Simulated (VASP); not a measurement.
Runs of VASP 6.6.1 on CO2. The structure is that of space group I-42d (No. 122), or close to it. The cells are those of the table. 

| task | cell | cutoff (eV) | k mesh for the DOS | occupations for the DOS | gap on the mesh (eV) | pressure (GPa) | largest force (eV/Å) |
| --- | --- | --- | --- | --- | --- | --- | --- |
| single point | a = 3.995 Å, angles 123.0, 123.0, 84.8°, 6 atoms | 520 | - | - | 7.58 | (b) | 0.11 |
| relaxation of shape and atoms at fixed volume | relaxed from a = 4.132 Å, angles 122.0, 122.0, 86.6°, 6 atoms | 600 | - | - | 7.49 | -7.2 | - |
| relaxation of shape and atoms at fixed volume | relaxed from a = 4.019 Å, angles 122.3, 122.3, 86.0°, 6 atoms | 600 | - | - | 7.57 | 5.0 | - |
| single point | a = 4.061 Å, angles 122.3, 122.3, 86.0°, 6 atoms | 520 | - | - | 7.58 | 1.8 | 0.10 |
| single point | a = 4.125 Å, angles 121.7, 121.7, 87.1°, 6 atoms | 520 | - | - | (a) | -6.0 | 0.08 |
| relaxation of shape and atoms at fixed volume | relaxed from a = 4.101 Å, angles 122.3, 122.3, 86.0°, 6 atoms | 600 | - | - | 7.53 | -3.7 | - |
| single point | a = 4.028 Å, angles 122.7, 122.7, 85.5°, 6 atoms | 520 | - | - | 7.59 | 6.5 | 0.11 |
| relaxation of shape and atoms at fixed volume | relaxed from a = 3.986 Å, angles 122.7, 122.7, 85.5°, 6 atoms | 600 | - | - | 7.56 | 10.3 | - |
| relaxation of cell and atoms | relaxed from a = 4.109 Å, angles 122.6, 122.6, 85.6°, 6 atoms | 600 | - | - | 7.56 | 0.0 | - |
| single point | a = 4.093 Å, angles 122.0, 122.0, 86.6°, 6 atoms | 520 | - | - | 7.55 | -2.4 | 0.09 |

Alike in all rows: level PBEsol; potentials or basis VASP PAW PBE potentials, release 64 (C, O); no spin polarisation; k mesh 8 × 8 × 8; smearing gaussian 0.02 eV.

**Question.** Fill in the values left out.

**Answer.** (a) 7.50; (b) 11.9.

Caveats: the PAW data sets were made with another functional, which shifts forces and pressure a little.

A k mesh can miss the band edges.
